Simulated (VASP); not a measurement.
Write the native input for VASP 6.6.1 that does the following.

- Task: single point
- Functional: PBEsol
- Dispersion: D3(BJ)
- Potentials or basis: VASP PAW PBE potentials, release 64 (P)
- Cutoff: 520 eV
- k mesh: 12 × 12 × 12
- Occupations: gaussian, width 0.15 eV
- Spin: no spin polarisation
- Dipole correction: no
- Further INCAR settings: ALGO = Normal; EDIFF = 1e-07; NBANDS = 8

The structure of P lies in POSCAR:

```
P
1.0
    4.3314450751      0.0000000000      0.0000000000
    0.0000000000      4.3314450751      0.0000000000
    0.0000000000      0.0000000000      4.2604608539
P
1
Direct
    0.0000000000      0.0000000000      0.0000000000
```

This cell differs from its parent crystal: ratio of the length along z to the lengths across it x 0.96, volume and fractional coordinates fixed.

The input as run:

INCAR

```
PREC = Accurate
ENCUT = 520
EDIFF = 1E-7
ISMEAR = 0
SIGMA = 0.15
LREAL = False
LASPH = True
NELM = 100
ALGO = Normal
ISIF = 2
LWAVE = False
LCHARG = False
GGA = PS
IVDW = 12
NBANDS = 8
```

KPOINTS

```
Automatic mesh
0
Gamma
  12 12 12
```

Potentials or basis: VASP PAW PBE potentials, release 64 (P).

Command:

```sh
$ cat potpaw_PBE.64/P/POTCAR > POTCAR
$ mpirun -np 1 vasp_std > vasp.out
```

It gave:

```
Pressure                   : -4.0 GPa
Band gap on the k mesh     : zero (an odd number of electrons rules out a gap without spin polarisation)
Dispersion energy per atom : -0.081 eV
```

Caveat: the cell stands under tension; the atoms stand far beyond bonding distance, and open shells without spin polarisation read as a metal; the PAW data sets were made with another functional, which shifts forces and pressure a little.

Run time: 92 s on 1 thread of Intel Xeon 8259CL, on a shared host, peak memory 0.25 GiB.
